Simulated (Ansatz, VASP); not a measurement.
One calculation of CaCl, two programs

```
Ca Cl
1.0
     3.41280    0.00000    0.00000
     0.00000    3.41280    0.00000
     0.00000    0.00000    4.47320
Ca Cl
1 1
Cartesian
  1.7064 1.7064 2.2366
  0.0000 0.0000 0.0000
```

Alike in both runs: task relaxation of cell and atoms; functional PBE; k mesh 16 × 16 × 12; occupations gaussian, width 0.1 eV; no spin polarisation.

```csv
,VASP,Ansatz
version,VASP 6.6.1,Ansatz 0.2.0
potentials or method,"VASP PAW PBE potentials, release 64 (Ca_sv, Cl), cutoff 600 eV","scalar-relativistic, plane waves, PAW"
valence electrons in the cell,17,17
```

|  | VASP | Ansatz | Ansatz less VASP |
| --- | --- | --- | --- |
| gap on the k mesh at the Fermi level, each at its own relaxed structure (eV) | none | none | - |
| relaxed volume (Å³/atom) | 26.38 | 26.17 | -0.212 |
| relaxed cell length with the largest relative difference (Å) | 4.267 | 4.236 | -0.0304 |

A gap of «none» marks a metal or a gap that the smearing closes.
